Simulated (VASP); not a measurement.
# Ba (Im-3m) in VASP: further runs, part 2 of 2

VASP 6.6.1.

**4. Single point, LDA (volume scaled by 0.96)**

INCAR

```
SYSTEM = Ba
ALGO = Normal ; EDIFF = 1E-6
ENCUT = 520 ; ISIF = 2
ISMEAR = -1 ; LASPH = .TRUE.
LCHARG = .FALSE. ; LREAL = .FALSE.
LWAVE = .FALSE. ; NBANDS = 11
NELM = 100 ; PREC = Accurate
SIGMA = 0.05
```

KPOINTS

```
k-points
0
G
  8 8 8
  0 0 0
```

POSCAR

```
Ba
1.0
   -2.4726242257      2.4726242257      2.4726242257
    2.4726242257     -2.4726242257      2.4726242257
    2.4726242257      2.4726242257     -2.4726242257
Ba
1
Direct
    0.0000000000      0.0000000000      0.0000000000
```

Potentials or basis: VASP PAW LDA potentials, release 64 (Ba_sv).

The run is started by

```
$ cat potpaw_LDA.64/Ba_sv/POTCAR > POTCAR
$ mpirun -np 1 vasp_std > vasp.out
```

OUTCAR:

```text
SYSTEM = Ba
   EDIFF = 1E-6
   ENCUT = 520
   ISIF = 2
   ISMEAR = -1
   LASPH = .TRUE.
   LREAL = .FALSE.
   NELM = 100
   PREC = Accurate

 ion  position               nearest neighbor table
   1  0.000  0.000  0.000-

  LATTYP: Found a body centered cubic cell.
 ALAT       =     4.9452484514

  Lattice vectors:

 A1 = (  -2.4726242257,   2.4726242257,   2.4726242257)
 A2 = (   2.4726242257,  -2.4726242257,   2.4726242257)
 A3 = (   2.4726242257,   2.4726242257,  -2.4726242257)

Analysis of symmetry for initial positions (statically):
=====================================================================
 Subroutine PRICEL returns:
 Original cell was already a primitive cell.

 Routine SETGRP: Setting up the symmetry group for a
 body centered cubic supercell.

 Subroutine GETGRP returns: Found 48 space group operations
 (whereof 48 operations were pure point group operations)
 out of a pool of 48 trial point group operations.

The static configuration has the point symmetry O_h .

Analysis of symmetry for dynamics (positions and initial velocities):
=====================================================================
 Subroutine PRICEL returns:
 Original cell was already a primitive cell.

 Routine SETGRP: Setting up the symmetry group for a
 body centered cubic supercell.

 Subroutine GETGRP returns: Found 48 space group operations
 (whereof 48 operations were pure point group operations)
 out of a pool of 48 trial point group operations.

The dynamic configuration has the point symmetry O_h .

 Subroutine INISYM returns: Found 48 space group operations
 (whereof 48 operations are pure point group operations),
 and found     1 'primitive' translations

----------------------------------------------------------------------------------------

                                     Primitive cell

  volume of cell :      60.4692

  direct lattice vectors                    reciprocal lattice vectors
    -2.472624226  2.472624226  2.472624226     0.000000000  0.202214309  0.202214309
[... 106 lines left out ...]
  Fermi-wavevector in a.u.,A,eV,Ry     =   0.898594  1.698096 10.986306  0.807471
  Thomas-Fermi vector in A             =   2.021322
   LORBIT       =      0    0 simple, 1 ext, 2 COOP (PROOUT), +10 PAW based schemes
   GGA     = CA    functional components
   LHFCALC =     F    Hartree Fock is set to
   AEXX    =    0.0000 exact exchange contribution
   IVDW    =     0    specifies the selected vdW correction
   LEPSILON=     F    determine dielectric tensor
   LRPA    =     F    only Hartree local field effects (RPA)
 non-spin polarized calculation
  energy-cutoff  :      520.00
  volume of cell :       60.47
 maximum number of plane-waves:      1647
   NGX = 15   NGY = 15   NGZ = 15

 number of electron      10.0000000 magnetization

 number of electron       9.9999999 magnetization

 Free energy of the ion-electron system (eV)
  ---------------------------------------------------
  ext. energy  EPLUGINS =         0.00000000
  ---------------------------------------------------
  free energy    TOTEN  =        -2.23895285 eV

  energy without entropy =       -2.23143549  energy(sigma->0) =       -2.23519417

 E-fermi :   1.5416     XC(G=0):  -7.7505

 val. band max:        1.4651203283   @ k =  -0.3750   0.5000   0.2500
 cond. band min:       1.6874850405   @ k =   0.2500   0.2500   0.1250
 fundamental gap:      0.2223647122
 Fermi energy:         1.5416237047

 k-point     1 :       0.0000    0.0000    0.0000
  band No.  band energies     occupation
      1     -27.1907      2.00000
      2     -12.1259      2.00000
      3     -12.1259      2.00000
      4     -12.1259      2.00000
      5      -1.2098      2.00000
      6       3.3618      0.00000
      7       3.3618      0.00000
      8       3.3618      0.00000
      9       4.8746      0.00000
     10       4.8746      0.00000
     11       8.6627      0.00000
[... 309 lines left out ...]
 k-point    24 :      -0.3750    0.3750    0.2500
  band No.  band energies     occupation
      1     -27.1252      2.00000
      2     -12.5250      2.00000
      3     -12.3726      2.00000
      4     -12.3243      2.00000
      5       1.2565      1.99335
      6       1.7861      0.01493
      7       3.4556      0.00000
      8       3.7003      0.00000
      9       5.2226      0.00000
     10       5.6091      0.00000
     11       8.9813      0.00000

 [... further k-points ...]
[... 5 lines left out ...]
  --------------------------------------------------------------------------------------
  -------------------------------------------------------------------------------------
  Total       -0.3729701     -0.3729701     -0.3729701     -0.0000000      0.0000000     -0.0000000
  in kB       -9.8821227     -9.8821227     -9.8821227     -0.0000000      0.0000000     -0.0000000
  external PRESSURE =      -9.8821227 kB  Pullay stress =       0.0000000 kB

 VOLUME and BASIS-vectors are now :
 -----------------------------------------------------------------------------
  energy-cutoff  :      520.00
  volume of cell :       60.47
      direct lattice vectors                 reciprocal lattice vectors
    -2.472624226  2.472624226  2.472624226     0.000000000  0.202214309  0.202214309
     2.472624226 -2.472624226  2.472624226     0.202214309  0.000000000  0.202214309
     2.472624226  2.472624226 -2.472624226     0.202214309  0.202214309  0.000000000

 POSITION                                       TOTAL-FORCE (eV/Angst)
 -----------------------------------------------------------------------------------
      0.00000      0.00000      0.00000         0.000000     -0.000000     -0.000000
 -----------------------------------------------------------------------------------
    total drift:                               -0.000000      0.000000     -0.000000

  FREE ENERGIE OF THE ION-ELECTRON SYSTEM (eV)
  ---------------------------------------------------
  free  energy   TOTEN  =        -2.2389528524 eV

  energy  without entropy=       -2.2314354852  energy(sigma->0) =       -2.23519417
```

OSZICAR:

```text
N       E                     dE             d eps       ncg     rms          rms(c)
DAV:   1     0.528121087573E+02    0.52812E+02   -0.42701E+03   638   0.753E+02
DAV:   2     0.114458461584E+00   -0.52698E+02   -0.51446E+02   776   0.138E+02
DAV:   3    -0.217573426235E+01   -0.22902E+01   -0.22803E+01   836   0.299E+01
DAV:   4    -0.224502580432E+01   -0.69292E-01   -0.69245E-01   834   0.440E+00
DAV:   5    -0.224587208232E+01   -0.84628E-03   -0.84619E-03   849   0.453E-01    0.176E+00
DAV:   6    -0.224140672845E+01    0.44654E-02   -0.35723E-03   781   0.539E-01    0.103E+00
DAV:   7    -0.223886770420E+01    0.25390E-02   -0.65278E-03   765   0.712E-01    0.441E-02
DAV:   8    -0.223895194808E+01   -0.84244E-04   -0.34836E-04   925   0.102E-01    0.130E-02
DAV:   9    -0.223895285243E+01   -0.90435E-06   -0.57055E-06   751   0.175E-02
   1 F= -.22389529E+01 E0= -.22351942E+01  d E =-.751737E-02
```

stdout:

```text
POSCAR found type information on POSCAR Ba
 POSCAR found :  1 types and       1 ions
 scaLAPACK will be used
 LDA part: xc-table for (Slater(with rela. corr.)+CA(PZ))
 , standard interpolation
 POSCAR, INCAR and KPOINTS ok, starting setup
 FFT: planning ... GRIDC
 FFT: planning ... GRID_SOFT
 FFT: planning ... GRID
 WAVECAR not read
 entering main loop
```

It took 7 s on 1 thread of Intel Xeon 6975P-C, shared host; peak memory 0.16 GiB.

Results:

- Free energy: -2.2390 eV
- Pressure: -1.0 GPa
- Band gap on the k mesh: zero (band 5 reaches 2.12 eV, above the bottom of band 6 at 0.97 eV)

Caveat: spin-orbit coupling is left out, which moves the levels of the heavy elements.

**5. The runs side by side**

| level | potentials or basis | cell | smearing | gap on the mesh (eV) | pressure (GPa) |
| --- | --- | --- | --- | --- | --- |
| PBE | VASP PAW PBE potentials, release 64 (Ba_sv) | a = 4.427 Å, angles 109.5°, 1 atom | tetrahedron | none | -0.3 |
| LDA | VASP PAW LDA potentials, release 64 (Ba_sv) | a = 4.253 Å, angles 109.5°, 1 atom | fermi-dirac 0.05 eV | none | -0.8 |
| LDA | VASP PAW LDA potentials, release 64 (Ba_sv) | a = 4.283 Å, angles 109.5°, 1 atom | fermi-dirac 0.05 eV | none | -1.0 |

Alike in all rows: task single point; no spin polarisation; k mesh 8 × 8 × 8; cutoff (eV) 520.

Caveats: spin-orbit coupling is left out, which moves the levels of the heavy elements.

Total energies depend on the potentials used, so only differences within one code and one set of settings carry meaning.
